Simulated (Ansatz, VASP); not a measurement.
**One calculation of Cd3F, two programs**

The input INCAR:

```
PREC = Accurate ; ENCUT = 520
EDIFF = 1E-7 ; ISMEAR = 0
SIGMA = 0.1 ; LREAL = F
LASPH = T ; NELM = 150
ALGO = Fast ; ISIF = 2
LWAVE = F ; LCHARG = F
ISPIN = 2 ; MAGMOM = 0 0 0 1
LORBIT = 11 ; GGA = PE
NBANDS = 34
```

The input KPOINTS:

```
regular mesh
0
Gamma
  6 6 2
```

POSCAR

```
Cd3F
1.0
    3.4428443700      0.0000000000      0.0000000000
    0.0000000000      3.4428443700      0.0000000000
    0.0000000000      0.0000000000      8.9760332300
Cd F
3 1
Direct
    0.5000000000      0.5000000000      0.7642198200
    0.0000000000      0.0000000000      0.5000000000
    0.5000000000      0.5000000000      0.2357801800
    0.0000000000      0.0000000000      0.0000000000
```

Input for Ansatz:

```yaml
crystal:
  lattice:
    - [3.44284437, 0.0, 0.0]
    - [0.0, 3.44284437, 0.0]
    - [0.0, 0.0, 8.97603323]
  atoms:
    - { symbol: Cd, position: [0.5, 0.5, 0.76421982] }
    - { symbol: Cd, position: [0.0, 0.0, 0.5] }
    - { symbol: Cd, position: [0.5, 0.5, 0.23578018] }
    - { symbol: F, position: [0.0, 0.0, 0.0], spin: 1.0 }
basis:
  ecutwfc: 420
kpoints:
  mp_grid: { grid: [6, 6, 2] }
hamiltonian:
  xc: pbe
scf:
  occupations: { method: gaussian, width: 0.1 }
  lower_state_search: "off"
output:
  forces: true
  stress: true
  eigenvalues: true
  populations: true
magnetization:
  spin_polarized: true
```

Change from the starting cell: species swapped into the Er3Mg type (P4/mmm, No. 123).

Alike in both runs: task single point; functional PBE; k mesh 6 × 6 × 2; occupations gaussian, width 0.1 eV; collinear spin.

|  | VASP | Ansatz |
| --- | --- | --- |
| version | VASP 6.6.1 | Ansatz 0.2.0 |
| potentials or method | VASP PAW PBE potentials, release 64 (Cd, F), cutoff 520 eV | scalar-relativistic, plane waves, PAW |
| valence electrons in the cell | 43 | 67 |

|  | VASP | Ansatz | Ansatz less VASP |
| --- | --- | --- | --- |
| gap on the k mesh at the Fermi level (eV) | none | none | - |
| pressure (GPa) | -5.9 | -5.9 | 0.00 |
| traceless stress, the component that is largest in VASP (GPa) | -1.90 | -1.91 | -0.007 |
| rms of the force components (eV/Å) | 0.229 | 0.227 | -0.0016 |
| net moment per atom (μB) | 0.00 | 0.00 | 0.000 |

Atom by atom the forces differ by 0.002 eV/Å (rms over components). A gap of «none» marks a metal or a gap that the smearing closes. VASP's potentials hold 43 valence electrons a cell and Ansatz's 67, so a difference there can come from the potentials and not from the codes. Ansatz's warnings: seeded moment not kept.
